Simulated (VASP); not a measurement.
KCd3: single point with LDA

Crystal: KCd3.

```
CELL_PARAMETERS angstrom
0.00000 3.63848 3.63848
3.63848 0.00000 3.63848
3.63848 3.63848 0.00000
ATOMIC_POSITIONS crystal
K 0.00000 0.00000 0.00000
Cd 0.25000 0.25000 0.25000
Cd 0.75000 0.75000 0.75000
Cd 0.50000 0.50000 0.50000
```

```
Program                : VASP 6.6.1
Task                   : single point
Functional             : LDA
Potentials or basis    : VASP PAW LDA potentials, release 64 (K_sv, Cd)
Cutoff                 : 520 eV
k mesh                 : 10 × 10 × 10
Occupations            : gaussian, width 0.02 eV
Spin                   : no spin polarisation
Dipole correction      : no
Further INCAR settings : ALGO = Normal; EDIFF = 1e-06; NBANDS = 30
```

The pressure is 0.2 GPa.

Levels at points of the mesh, in eV from the Fermi level:
```tsv
k point	band 18	band 19	band 20	band 21	band 22	band 23	band 24	band 25	band 26	band 27
(0.00, 0.00, 0.00)	-8.29	-8.29	-7.17	0.58	1.08	1.08	1.08	2.80	2.80	2.80
(0.50, 0.00, 0.00)	-8.18	-8.18	-4.79	-4.51	0.42	0.42	0.62	2.93	3.17	3.17
(0.50, 0.50, 0.00)	-8.17	-8.17	-3.99	-3.92	-1.81	-0.53	-0.53	2.55	5.06	5.06
```

It took 69 s on 1 thread of AMD EPYC 9R45 96-Core Processor (Zen 5), on a shared host, peak memory 0.23 GiB.
